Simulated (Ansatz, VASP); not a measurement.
CoSi2 in VASP and in Ansatz

```
Co Si
1.0
     0.00000    2.58342    2.58342
     2.58342    0.00000    2.58342
     2.58342    2.58342    0.00000
Co Si
1 2
Direct
  0.00000 0.00000 0.00000
  0.25000 0.25000 0.25000
  0.75000 0.75000 0.75000
```

Change from the starting cell: volume scaled by 0.94, LAPW.

Alike in both runs: task single point; functional LDA; k mesh 10 × 10 × 10; occupations fermi-dirac, width 0.1 eV; no spin polarisation.

```csv
,VASP,Ansatz
version,VASP 6.6.1,Ansatz 0.2.0
potentials or method,"VASP PAW LDA potentials, release 64 (Co, Si), cutoff 520 eV","all-electron LAPW, scalar-relativistic"
```

```csv
,VASP,Ansatz,Ansatz less VASP
pressure (GPa),14.8,14.4,-0.40
```

LDA's correlation is that of Perdew and Zunger in VASP and of Perdew and Wang (1992) in Ansatz. Ansatz ran all-electron here, and VASP with PAW potentials.
